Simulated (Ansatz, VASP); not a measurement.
# Pd: VASP beside Ansatz

```
CELL_PARAMETERS angstrom
0.00000 1.98304 1.98304
1.98304 0.00000 1.98304
1.98304 1.98304 0.00000
ATOMIC_POSITIONS crystal
Pd 0.00000 0.00000 0.00000
```

Change from the starting cell: volume scaled by 1.06.

Alike in both runs: task single point; functional LDA; k mesh 18 × 18 × 18; occupations fermi-dirac, width 0.05 eV; no spin polarisation.

|  | VASP | Ansatz |
| --- | --- | --- |
| version | VASP 6.6.1 | Ansatz 0.2.0 |
| potentials or method | VASP PAW LDA potentials, release 64 (Pd), cutoff 520 eV | all-electron LAPW, scalar-relativistic |

|  | VASP | Ansatz | Ansatz less VASP |
| --- | --- | --- | --- |
| pressure (GPa) | -16.8 | -17.1 | -0.26 |

LDA's correlation is that of Perdew and Zunger in VASP and of Perdew and Wang (1992) in Ansatz. Ansatz ran all-electron here, and VASP with PAW potentials.
